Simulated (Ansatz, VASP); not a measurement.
V in VASP and in Ansatz

INCAR

```
ALGO = Fast
EDIFF = 1E-7
ENCUT = 520
GGA = PS
ISIF = 2
ISMEAR = 0
LASPH = T
LCHARG = F
LREAL = F
LWAVE = F
NBANDS = 12
NELM = 60
PREC = Accurate
SIGMA = 0.15
```

The input KPOINTS:

```
k-points
0
Gamma
  22 22 22
```

The input POSCAR:

```
V
1.0
   -1.5130000000      1.5130000000      1.4676100000
    1.5130000000     -1.5130000000      1.4676100000
    1.5130000000      1.5130000000     -1.4676100000
V
1
Direct
    0.0000000000      0.0000000000      0.0000000000
```

Input for Ansatz:

```yaml
crystal:
  lattice:
    - [-1.513, 1.513, 1.46761]
    - [1.513, -1.513, 1.46761]
    - [1.513, 1.513, -1.46761]
  atoms:
    - { symbol: V, position: [0.0, 0.0, 0.0] }
basis:
  ecutwfc: 420
kpoints:
  mp_grid: { grid: [22, 22, 22] }
hamiltonian:
  xc: pbesol
scf:
  occupations: { method: gaussian, width: 0.15 }
output:
  forces: true
  stress: true
  eigenvalues: true
```

Change from the starting cell: strain +0.000 along x and y, -0.030 along z, atoms carried along.

Alike in both runs: task single point; functional PBEsol; k mesh 22 × 22 × 22; occupations gaussian, width 0.15 eV; no spin polarisation.

```csv
,VASP,Ansatz
version,VASP 6.6.1,Ansatz 0.2.0
potentials or method,"VASP PAW PBE potentials, release 64 (V_sv), cutoff 520 eV","scalar-relativistic, plane waves, PAW"
valence electrons in the cell,13,13
```

|  | VASP | Ansatz | Ansatz less VASP |
| --- | --- | --- | --- |
| gap on the k mesh at the Fermi level (eV) | none | none | - |
| pressure (GPa) | -6.5 | -6.7 | -0.17 |
| traceless stress, the component that is largest in VASP (GPa) | 2.47 | 2.47 | +0.010 |

VASP's potentials were made for PBE, not for PBEsol. A gap of «none» marks a metal or a gap that the smearing closes. With one functional, cell and mesh, what is left measures potentials, basis and numerics.
